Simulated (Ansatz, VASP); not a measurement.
**InSe: VASP beside Ansatz**

Contents of INCAR:

```
PREC = Accurate
ENCUT = 520
EDIFF = 1E-7
ISMEAR = 0
SIGMA = 0.02
LREAL = F
LASPH = T
NELM = 100
ALGO = Normal
ISIF = 2
LWAVE = F
LCHARG = F
LDIPOL = T
IDIPOL = 3
DIPOL = 0.5 0.5 0.500
GGA = PE
IVDW = 12
NBANDS = 27
```

The input KPOINTS:

```
Automatic mesh
0
Gamma
  9 9 1
```

File POSCAR:

```
InSe
1.0
    4.0940000000      0.0000000000      0.0000000000
   -2.0470000000      3.5455080031      0.0000000000
    0.0000000000      0.0000000000     36.7211901288
Se In
2 2
Direct
    0.0000000000      0.0000000000      0.4250702551
    0.0000000000      0.0000000000      0.5749020002
    0.6666666667      0.3333333333      0.4611131992
    0.6666666667      0.3333333333      0.5388591109
```

Input for Ansatz:

```yaml
crystal:
  lattice:
    - [4.094, 0.0, 0.0]
    - [-2.047, 3.5455080031, 0.0]
    - [0.0, 0.0, 36.7211901288]
  atoms:
    - { symbol: Se, position: [0.0, 0.0, 0.4250702551] }
    - { symbol: In, position: [0.6666666667, 0.3333333333, 0.4611131992] }
    - { symbol: In, position: [0.6666666667, 0.3333333333, 0.5388591109] }
    - { symbol: Se, position: [0.0, 0.0, 0.5749020002] }
  periodic: [true, true, false]
basis:
  ecutwfc: 420
kpoints:
  mp_grid: { grid: [9, 9, 1] }
hamiltonian:
  xc: pbe
  dispersion: d3bj
scf:
  occupations: { method: gaussian, width: 0.02 }
output:
  forces: true
  stress: true
  eigenvalues: true
```

Alike in both runs: task single point; functional PBE; dispersion D3(BJ); k mesh 9 × 9 × 1; occupations gaussian, width 0.02 eV; no spin polarisation.

|  | VASP | Ansatz |
| --- | --- | --- |
| version | VASP 6.6.1 | Ansatz 0.2.0 |
| potentials or method | VASP PAW PBE potentials, release 64 (Se, In_d), cutoff 520 eV | scalar-relativistic, plane waves, PAW |
| valence electrons in the cell | 38 | 58 |

VASP gave:

| Item | Value |
| --- | --- |
| gap on the k mesh at the Fermi level (eV) | 1.47 |
| least direct gap on the mesh (eV) | 1.52 |
| rms of the force components (eV/Å) | 0.165 |

Problem. Which values does Ansatz return?

Solution. gap on the k mesh at the Fermi level (eV): 1.48; least direct gap on the mesh (eV): 1.53; rms of the force components (eV/Å): 0.171.

VASP's potentials hold 38 valence electrons a cell and Ansatz's 58, so a difference there can come from the potentials and not from the codes. Ansatz's warnings: structure snapped to symmetry.
